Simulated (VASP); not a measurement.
# KI in VASP: further runs, part 2 of 2

VASP 6.6.1. The steps go on from the part before.

## 5. Single point, PBE

This run uses another cell than the first one, of 46.42 Å³/atom.

Contents of INCAR:

```
  PREC = Accurate
  ENCUT = 520
  EDIFF = 1E-7
  ISMEAR = -1
  SIGMA = 0.02
  LREAL = F
  LASPH = T
  NELM = 80
  ALGO = Normal
  ISIF = 2
  LWAVE = F
  LCHARG = T
  GGA = PE
  LELF = T
  LVHAR = T
  NBANDS = 24
```

Contents of KPOINTS:

```
Automatic mesh
0
Gamma
  6 6 4
```

Contents of POSCAR:

```
KI
1.0
    2.4856454674     -4.3033638506      0.0000000000
    2.4856454674      4.3033638506      0.0000000000
    0.0000000000      0.0000000000      8.6793140109
K I
2 2
Direct
    0.5000000000      0.5000000000      0.5000000000
    0.5000000000      0.5000000000      0.0000000000
    0.8332197467      0.1667802533      0.2500000000
    0.1667802533      0.8332197467      0.7500000000
```

Potentials or basis: VASP PAW PBE potentials, release 64 (K_sv, I).

Started as:

```sh
$ cat potpaw_PBE.64/K_sv/POTCAR potpaw_PBE.64/I/POTCAR > POTCAR
$ mpirun -np 1 vasp_std > vasp.out
```

OUTCAR:

```text
PREC = Accurate
   ENCUT = 520
   EDIFF = 1E-7
   ISMEAR = -1
   LREAL = F
   LASPH = T
   NELM = 80
   ISIF = 2
   GGA = PE

 ion  position               nearest neighbor table
   1  0.500  0.500  0.500-   3 3.60   4 3.60   4 3.60   3 3.60   4 3.60   3 3.60
   2  0.500  0.500  0.000-   3 3.60   4 3.60   4 3.60   3 3.60   4 3.60   3 3.60
   3  0.833  0.167  0.250-   1 3.60   2 3.60   1 3.60   2 3.60   1 3.60   2 3.60
   4  0.167  0.833  0.750-   1 3.60   2 3.60   1 3.60   2 3.60   1 3.60   2 3.60

  LATTYP: Found a base centered orthorhombic cell.
 ALAT       =     4.9712909348
 B/A-ratio  =     1.7312862623
 C/A-ratio  =     1.7458873610

  Lattice vectors:

 A1 = (   2.4856454674,  -4.3033638506,   0.0000000000)
 A2 = (   2.4856454674,   4.3033638506,   0.0000000000)
 A3 = (   0.0000000000,   0.0000000000,   8.6793140109)

Analysis of symmetry for initial positions (statically):
=====================================================================
 Subroutine PRICEL returns:
 Original cell was already a primitive cell.

 Routine SETGRP: Setting up the symmetry group for a
 base centered orthorhombic supercell.

 Subroutine GETGRP returns: Found  8 space group operations
 (whereof  4 operations were pure point group operations)
 out of a pool of  8 trial point group operations.

The static configuration has the point symmetry C_2h.
 The point group associated with its full space group is D_2h.

Analysis of symmetry for dynamics (positions and initial velocities):
=====================================================================
 Subroutine PRICEL returns:
 Original cell was already a primitive cell.

 Routine SETGRP: Setting up the symmetry group for a
 base centered orthorhombic supercell.

 Subroutine GETGRP returns: Found  8 space group operations
 (whereof  4 operations were pure point group operations)
 out of a pool of  8 trial point group operations.

The dynamic configuration has the point symmetry C_2h.
 The point group associated with its full space group is D_2h.

 Subroutine INISYM returns: Found  8 space group operations
 (whereof  4 operations are pure point group operations),
 and found     1 'primitive' translations

----------------------------------------------------------------------------------------

                                     Primitive cell

  volume of cell :     185.6789

  direct lattice vectors                    reciprocal lattice vectors
     2.485645467 -4.303363851  0.000000000     0.201154994 -0.116188177  0.000000000
     2.485645467  4.303363851  0.000000000     0.201154994  0.116188177  0.000000000
     0.000000000  0.000000000  8.679314011     0.000000000  0.000000000  0.115216479

  length of vectors
     4.969645241  4.969645241  8.679314011     0.232299428  0.232299428  0.115216479

  position of ions in fractional coordinates (direct lattice)
     0.500000000  0.500000000  0.500000000
     0.500000000  0.500000000  0.000000000
     0.833219747  0.166780253  0.250000000
     0.166780253  0.833219747  0.750000000

  ion indices of the primitive-cell ions
   primitive index   ion index
                 1           1
                 2           2
                 3           3
                 4           4
[... 23 lines left out ...]
 ===========================================

 Found     39 irreducible k-points:

 Following reciprocal coordinates:
            Coordinates               Weight
  0.000000  0.000000  0.000000      1.000000
  0.166667  0.000000  0.000000      4.000000
  0.333333 -0.000000  0.000000      4.000000
  0.500000  0.000000  0.000000      2.000000
  0.166667  0.166667  0.000000      2.000000
  0.333333  0.166667  0.000000      4.000000
[... 16 lines left out ...]
  0.333333  0.333333  0.250000      4.000000
  0.500000  0.333333  0.250000      8.000000
 [... further k-points ...]
   k-points           NKPTS =     39   k-points in BZ     NKDIM =     39   number of bands    NBANDS=     24
   number of dos      NEDOS =    301   number of ions     NIONS =      4
   total plane-waves  NPLWV = 112000
   dimension x,y,z NGX =    40 NGY =   40 NGZ =   70
   dimension x,y,z NGXF=    80 NGYF=   80 NGZF=  140
   ions per type =               2   2
   NGX,Y,Z   is equivalent  to a cutoff of  13.38, 13.38, 13.41 a.u.
   NGXF,Y,Z  is equivalent  to a cutoff of  26.76, 26.76, 26.82 a.u.
 SYSTEM =  unknown system
   PREC   = accura    normal or accurate (medium, high low for compatibility)
   ISTART =      0    job   : 0-new  1-cont  2-samecut
   ICHARG =      2    charge: 1-file 2-atom 10-const
   ISPIN  =      1    spin polarized calculation?
   LNONCOLLINEAR =      F non collinear calculations
   LSORBIT =      F    spin-orbit coupling
   LASPH  =      T    aspherical Exc in radial PAW
   ENCUT  =  520.0 eV  38.22 Ry    6.18 a.u.   9.24  9.24 16.14*2*pi/ulx,y,z
   NELM   =     80;   NELMIN=  2; NELMDL= -5     # of ELM steps
   EDIFF  = 0.1E-06   stopping-criterion for ELM
   LREAL  =      F    real-space projection
   EDIFFG = 0.1E-05   stopping-criterion for IOM
   NSW    =      0    number of steps for IOM
   IBRION =     -1    ionic relax: 0-MD 1-quasi-New 2-CG
   NFREE  =      0    steps in history (QN), initial steepest desc. (CG)
   ISIF   =      2    stress and relaxation
   ISYM   =      2    0-nonsym 1-usesym 2-fastsym
   POTIM  = 0.5000    time-step for ionic-motion
   TEBEG  =    0.0;   TEEND  =   0.0 temperature during run
   PSTRESS=    0.0 pullay stress
   NELECT =      32.0000    total number of electrons
   NUPDOWN=      -1.0000    fix difference up-down
   EMIN   =  10.00;   EMAX   =-10.00  energy-range for DOS
   EFERMI =   0.00;   METHOD = LEGACY
   ISMEAR =    -1;   SIGMA  =   0.02  broadening in eV -4-tet -1-fermi 0-gaus
   EFERMI_NEDOS =   21; number of points for ismear=-14 and -15
   IALGO  =     38    algorithm
   IMIX   =      4    mixing-type and parameters
     AMIX     =   0.40;   BMIX     =  1.00
     AMIX_MAG =   1.60;   BMIX_MAG =  1.00
  volume/ion in A,a.u.               =      46.42       313.26
  Fermi-wavevector in a.u.,A,eV,Ry     =   0.911040  1.721615 11.292743  0.829993
  Thomas-Fermi vector in A             =   2.035272
   LORBIT       =      0    0 simple, 1 ext, 2 COOP (PROOUT), +10 PAW based schemes
   GGA     = PE    functional components
   LHFCALC =     F    Hartree Fock is set to
   AEXX    =    0.0000 exact exchange contribution
   IVDW    =     0    specifies the selected vdW correction
   LEPSILON=     F    determine dielectric tensor
   LRPA    =     F    only Hartree local field effects (RPA)
 non-spin polarized calculation
  energy-cutoff  :      520.00
  volume of cell :      185.68
 maximum number of plane-waves:      5041
 NGX is ok and might be reduce to    40
   NGX = 19   NGY = 19   NGZ = 33

 number of electron      31.9999999 magnetization

 Free energy of the ion-electron system (eV)
  ---------------------------------------------------
  ext. energy  EPLUGINS =         0.00000000
  ---------------------------------------------------
  free energy    TOTEN  =       -11.05498627 eV

  energy without entropy =      -11.05498627  energy(sigma->0) =      -11.05498627

 E-fermi :  -0.1078     XC(G=0):  -6.9737

 val. band max:       -0.6046959217   @ k =   0.0000   0.0000   0.0000
 cond. band min:       3.1714128879   @ k =   0.0000   0.0000   0.0000
 fundamental gap:      3.7761088096
 Fermi energy:        -0.1078075547

 k-point     1 :       0.0000    0.0000    0.0000
  band No.  band energies     occupation
      1     -29.3231      2.00000
      2     -29.3190      2.00000
      3     -12.9432      2.00000
      4     -12.8056      2.00000
      5     -12.8055      2.00000
      6     -12.7947      2.00000
[... 637 lines left out ...]
     23       7.0484      0.00000
     24       7.4827      0.00000

 [... further k-points ...]

------------------------ aborting loop because EDIFF is reached ----------------------------------------

  FORCE on cell =-STRESS in cart. coord.  units (eV):
  Direction    XX          YY          ZZ          XY          YZ          ZX
  --------------------------------------------------------------------------------------
  -------------------------------------------------------------------------------------
  Total        0.0161456      0.0252221      0.0254145      0.0000000      0.0000000      0.0000000
  in kB        0.1393166      0.2176351      0.2192957      0.0000000      0.0000000      0.0000000
  external PRESSURE =       0.1920825 kB  Pullay stress =       0.0000000 kB

 VOLUME and BASIS-vectors are now :
 -----------------------------------------------------------------------------
  energy-cutoff  :      520.00
  volume of cell :      185.68
      direct lattice vectors                 reciprocal lattice vectors
     2.485645467 -4.303363851  0.000000000     0.201154994 -0.116188177  0.000000000
     2.485645467  4.303363851  0.000000000     0.201154994  0.116188177  0.000000000
     0.000000000  0.000000000  8.679314011     0.000000000  0.000000000  0.115216479

 POSITION                                       TOTAL-FORCE (eV/Angst)
 -----------------------------------------------------------------------------------
      2.48565      0.00000      4.33966        -0.000000      0.000000      0.000000
      2.48565      0.00000      0.00000         0.000000      0.000000      0.000000
      2.48565     -2.86793      2.16983         0.000000     -0.001308     -0.000000
      2.48565      2.86793      6.50949         0.000000      0.001308      0.000000
 -----------------------------------------------------------------------------------
    total drift:                               -0.000000     -0.000000     -0.000000

  FREE ENERGIE OF THE ION-ELECTRON SYSTEM (eV)
  ---------------------------------------------------
  free  energy   TOTEN  =       -11.0549862657 eV

  energy  without entropy=      -11.0549862657  energy(sigma->0) =      -11.05498627
```

OSZICAR:

```text
N       E                     dE             d eps       ncg     rms          rms(c)
DAV:   1     0.214761640884E+03    0.21476E+03   -0.13113E+04  1872   0.110E+03
DAV:   2     0.779390022687E+01   -0.20697E+03   -0.19695E+03  2264   0.277E+02
DAV:   3    -0.106353591728E+02   -0.18429E+02   -0.18356E+02  3120   0.692E+01
DAV:   4    -0.112189341458E+02   -0.58357E+00   -0.58247E+00  2744   0.130E+01
DAV:   5    -0.112428580282E+02   -0.23924E-01   -0.23923E-01  2760   0.173E+00    0.396E+00
DAV:   6    -0.110548750328E+02    0.18798E+00   -0.25468E-01  2352   0.227E+00    0.284E+00
DAV:   7    -0.110449635152E+02    0.99115E-02   -0.35014E-01  2352   0.232E+00    0.108E+00
DAV:   8    -0.110538453576E+02   -0.88818E-02   -0.49233E-02  2600   0.105E+00    0.166E-01
DAV:   9    -0.110540898319E+02   -0.24447E-03   -0.13589E-03  2472   0.168E-01    0.906E-02
DAV:  10    -0.110548451421E+02   -0.75531E-03   -0.81230E-04  2288   0.130E-01    0.521E-02
DAV:  11    -0.110549761735E+02   -0.13103E-03   -0.13379E-04  2760   0.562E-02    0.148E-02
DAV:  12    -0.110549816072E+02   -0.54337E-05   -0.19203E-05  2416   0.264E-02    0.198E-02
DAV:  13    -0.110549859152E+02   -0.43080E-05   -0.51547E-06  2368   0.141E-02    0.815E-03
DAV:  14    -0.110549859102E+02    0.50359E-08   -0.18094E-06  1928   0.626E-03    0.152E-03
DAV:  15    -0.110549860807E+02   -0.17054E-06   -0.61432E-08  1864   0.125E-03    0.190E-03
DAV:  16    -0.110549862742E+02   -0.19353E-06   -0.21837E-08  1584   0.788E-04    0.291E-04
DAV:  17    -0.110549862657E+02    0.85188E-08   -0.76815E-09  1448   0.448E-04
   1 F= -.11054986E+02 E0= -.11054986E+02  d E =-.328907E-12
```

stdout:

```text
POSCAR found type information on POSCAR K I
 POSCAR found :  2 types and       4 ions
 scaLAPACK will be used
 LDA part: xc-table for (Slater+PW92), standard interpolation
 POSCAR, INCAR and KPOINTS ok, starting setup
 FFT: planning ... GRIDC
 FFT: planning ... GRID_SOFT
 FFT: planning ... GRID
 WAVECAR not read
 entering main loop
```

Wall time 2.3 min (1 thread of AMD EPYC 9R45 (Zen 5), shared host); peak memory 0.37 GiB.

Results:

* Free energy: -11.0550 eV
* Pressure: 0.0 GPa
* Band gap on the k mesh: 3.78 eV

Caveat: spin-orbit coupling is left out, which moves the levels of the heavy elements. A k mesh can miss the band edges.

## 6. The runs side by side

```tsv
level	potentials or basis	cell	smearing	gap on the mesh (eV)	pressure (GPa)
PBEsol	VASP PAW PBE potentials, release 64 (K_sv, I)	a = 4.838, b = 4.838, c = 8.505 Å, angles 90.0, 90.0, 120.0°, 4 atoms	fermi-dirac 0.02 eV	3.78	0.0
PBE	VASP PAW PBE potentials, release 64 (K_sv, I)	a = 4.899, b = 4.899, c = 8.591 Å, angles 90.0, 90.0, 120.0°, 4 atoms	fermi-dirac 0.02 eV	3.85	0.5
LDA	VASP PAW LDA potentials, release 64 (K_sv, I)	a = 4.899, b = 4.899, c = 8.591 Å, angles 90.0, 90.0, 120.0°, 4 atoms	gaussian 0.01 eV	3.51	-1.4
PBE	VASP PAW PBE potentials, release 64 (K_sv, I)	a = 4.970, b = 4.970, c = 8.679 Å, angles 90.0, 90.0, 120.0°, 4 atoms	fermi-dirac 0.02 eV	3.78	0.0
```

Alike in all rows: task single point; no spin polarisation; k mesh 6 × 6 × 4; cutoff (eV) 520.

Caveats: spin-orbit coupling is left out, which moves the levels of the heavy elements; the PAW data sets were made with another functional, which shifts forces and pressure a little (at least some runs).

Absolute energies hang on the potentials; compare differences alone.
